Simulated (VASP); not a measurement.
Set up this calculation in VASP 6.6.1, as the native input.

| Quantity | Value |
| --- | --- |
| Task | single point |
| Functional | LDA |
| Potentials or basis | VASP PAW LDA potentials, release 64 (Fe, As) |
| Cutoff | 520 eV |
| k mesh | 8 × 6 × 12 |
| Occupations | gaussian, width 0.01 eV |
| Spin | no spin polarisation |
| Dipole correction | no |
| Further INCAR settings | ALGO = Normal; EDIFF = 1e-07; NBANDS = 27 |

The structure of FeAs2 lies in POSCAR:

```
FeAs2
1.0
    5.2796024077      0.0000000000      0.0000000000
    0.0000000000      5.9616884434      0.0000000000
    0.0000000000      0.0000000000      2.8969140604
Fe As
2 4
Direct
    0.0000000000      0.0000000000      0.0000000000
    0.5000000000      0.5000000000      0.5000000000
    0.1812383209      0.3607170433      0.0000000000
    0.8187616791      0.6392829567      0.0000000000
    0.6812383209      0.1392829567      0.5000000000
    0.3187616791      0.8607170433      0.5000000000
```

One way to write it, as run:

INCAR

```
ALGO = Normal
EDIFF = 1E-7
ENCUT = 520
ISIF = 2
ISMEAR = 0
LASPH = True
LCHARG = False
LREAL = False
LWAVE = False
NBANDS = 27
NELM = 80
PREC = Accurate
SIGMA = 0.01
```

KPOINTS

```
k-points
0
Gamma
  8 6 12
```

Potentials or basis: VASP PAW LDA potentials, release 64 (Fe, As).

The run is started by

```sh
$ cat potpaw_LDA.64/Fe/POTCAR potpaw_LDA.64/As/POTCAR > POTCAR
$ mpirun -np 1 vasp_std > vasp.out
```

It gave:

```json
{
 "Pressure": "-8.0 GPa",
 "Largest force": "0.020 eV/Å",
 "Band gap on the k mesh": "0.18 eV (least direct gap 0.43 eV)"
}
```

Caveat: the cell stands under tension.

It took 2.2 min on 1 thread of AMD EPYC 9R45 (Zen 5) (shared host), peak memory 0.36 GiB.
